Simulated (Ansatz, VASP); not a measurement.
# Two plane-wave programs on PRu3

```
P Ru
1.0
     5.50659    0.00000    0.00000
    -2.75330    4.76885    0.00000
     0.00000    0.00000    4.08116
P Ru
2 6
Cartesian
  0.0000 3.1792 1.0203
  2.7533 1.5896 3.0609
  2.7533 3.1284 1.0203
  -1.3326 3.9486 3.0609
  1.4207 0.8202 1.0203
  0.0000 1.6405 3.0609
  4.0859 0.8202 1.0203
  1.3326 3.9486 3.0609
```

Alike in both runs: functional PBE; k mesh 6 × 6 × 4; occupations gaussian, width 0.1 eV; no spin polarisation.

Ansatz relaxed the structure, and its values are those at the end. VASP's run is a single point on that final structure, the one shown.

|  | VASP | Ansatz |
| --- | --- | --- |
| version | VASP 6.6.1 | Ansatz 0.2.0 |
| potentials or method | VASP PAW PBE potentials, release 64 (P, Ru_pv), cutoff 520 eV | scalar-relativistic, plane waves, PAW |
| valence electrons in the cell | 94 | 106 |

```csv
,VASP,Ansatz,Ansatz less VASP
gap on the k mesh at the Fermi level (eV),none,none,-
pressure (GPa),0.0,0.0,+0.04
```

A gap of «none» marks a metal or a gap that the smearing closes. The functional is the same, so the differences come from potentials, cutoffs and numerics. VASP's potentials hold 94 valence electrons a cell and Ansatz's 106, so a difference there can come from the potentials and not from the codes.

The k mesh is coarse, so the values compare programs but aren't converged.
